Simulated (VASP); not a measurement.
Input of a VASP 6.6.1 run:

INCAR

```
  ALGO = Normal
  EDIFF = 1E-6
  ENCUT = 520
  GGA = PS
  ISIF = 2
  ISMEAR = 0
  ISPIN = 2
  LASPH = T
  LCHARG = T
  LELF = T
  LMAXMIX = 4
  LORBIT = 11
  LREAL = F
  LVHAR = T
  LWAVE = F
  MAGMOM = 0 2.5 2.5 2.5 0
  NBANDS = 34
  NELM = 150
  PREC = Accurate
  SIGMA = 0.02
```

KPOINTS

```
k-points
0
Gamma
  6 6 6
```

File POSCAR:

```
CdCo3N
1.0
    3.7822701632      0.0000000000      0.0000000000
    0.0000000000      3.7822701632      0.0000000000
    0.0000000000      0.0000000000      3.7822701632
Cd Co N
1 3 1
Direct
    0.0000000000      0.0000000000      0.0000000000
    0.0000000000      0.5000000000      0.5000000000
    0.5000000000      0.0000000000      0.5000000000
    0.5000000000      0.5000000000      0.0000000000
    0.5000000000      0.5000000000      0.5000000000
```

Potentials or basis: VASP PAW PBE potentials, release 64 (Cd, Co, N).

Run with:

```console
$ cat potpaw_PBE.64/Cd/POTCAR potpaw_PBE.64/Co/POTCAR potpaw_PBE.64/N/POTCAR > POTCAR
$ mpirun -np 1 vasp_std > vasp.out
```

Question: Predict the net moment.

Answer: 2.94 μB per cell.

Question: What does it give for the site moments?

Answer: Cd -0.04; Co +0.99; N +0.06 μB.

Question: What does it give for the pressure?

Answer: 0.6 GPa.

Caveat: the PAW data sets were made with another functional, which shifts forces and pressure a little.
